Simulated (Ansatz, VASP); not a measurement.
## Two plane-wave programs on Ru3N

```
CELL_PARAMETERS angstrom
4.93777 0.00000 0.00000
-2.46888 4.27624 0.00000
0.00000 0.00000 4.61409
ATOMIC_POSITIONS crystal
Ru 0.00000 0.33330 0.25000
Ru 0.66670 0.66670 0.25000
Ru 0.33330 0.00000 0.25000
Ru 0.66670 0.00000 0.75000
Ru 0.33330 0.33330 0.75000
Ru 0.00000 0.66670 0.75000
N 0.00000 0.00000 0.00000
N 0.33330 0.66670 0.50000
```

Alike in both runs: task single point; functional r2SCAN; k mesh 4 × 4 × 4; occupations fermi-dirac, width 0.0348 eV; no spin polarisation.

|  | VASP | Ansatz |
| --- | --- | --- |
| version | VASP 6.6.1 | Ansatz 0.2.0 |
| potentials or method | VASP PAW PBE potentials, release 64 (Ru_pv, N), cutoff 520 eV | PAW plane waves |
| valence electrons in the cell | 94 | 106 |

VASP gave:

- gap on the k mesh at the Fermi level (eV): none
- pressure (GPa): -0.9
- traceless stress, the component that is largest in VASP (GPa): 5.65
- rms of the force components (eV/Å): 0.542

Task: Which values does Ansatz return?

Result: gap on the k mesh at the Fermi level (eV): none; pressure (GPa): -2.2; traceless stress, the component that is largest in VASP (GPa): 5.65; rms of the force components (eV/Å): 0.526.

VASP's potentials were made for PBE, not for r2SCAN. Atom by atom the forces differ by 0.016 eV/Å (rms over components). A gap of «none» marks a metal or a gap that the smearing closes. VASP's potentials hold 94 valence electrons a cell and Ansatz's 106, so a difference there can come from the potentials and not from the codes. Ansatz's warnings: structure snapped to symmetry.

The k mesh is coarse, so the values compare programs but aren't converged.
